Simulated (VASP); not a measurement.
**Zn: single point with PBEsol**

Crystal: Zn.

```
CELL_PARAMETERS angstrom
-0.89808 1.56601 1.56601
1.56601 -0.89808 1.56601
1.56601 1.56601 -0.89808
ATOMIC_POSITIONS crystal
Zn 0.00000 0.00000 0.00000
```

```json
{"Program": "VASP 6.6.1", "Task": "single point", "Functional": "PBEsol", "Potentials or basis": "VASP PAW PBE potentials, release 64 (Zn)", "Cutoff": "520 eV", "k mesh": "22 × 22 × 22", "Occupations": "gaussian, width 0.15 eV", "Spin": "no spin polarisation", "Dipole correction": "no", "Further INCAR settings": "ALGO = Fast; EDIFF = 1e-06; NBANDS = 12"}
```

| Item | Value |
| --- | --- |
| Pressure | 23.1 GPa |
| Band gap on the k mesh | zero (band 6 reaches 9.58 eV, above the bottom of band 7 at 1.01 eV) |

Stress tensor (GPa, compression positive):
```
23.08 -2.43 -2.43
-2.43 23.08 -2.43
-2.43 -2.43 23.08
```

Levels at points of the mesh, in eV from the Fermi level:
```csv
k point,band 3,band 4,band 5,band 6,band 7,band 8,band 9,band 10
"(0.00, 0.00, 0.00)",-8.96,-7.08,-7.05,-7.05,14.84,14.95,14.95,18.08
"(0.50, 0.00, 0.00)",-7.60,-7.58,-7.01,-4.12,-2.57,19.77,19.89,22.62
"(0.50, 0.50, 0.00)",-7.54,-7.46,-6.62,0.49,2.20,4.21,7.20,25.60
"(0.50, 0.50, 0.50)",-8.43,-6.60,-6.60,5.99,5.99,7.93,11.56,11.56
```

Run time: 51 s on 1 thread of Intel(R) Xeon(R) 6975P-C (Granite Rapids), on a shared host, peak memory 0.26 GiB.

Caveat: the PAW data sets were made with another functional, which shifts forces and pressure a little.
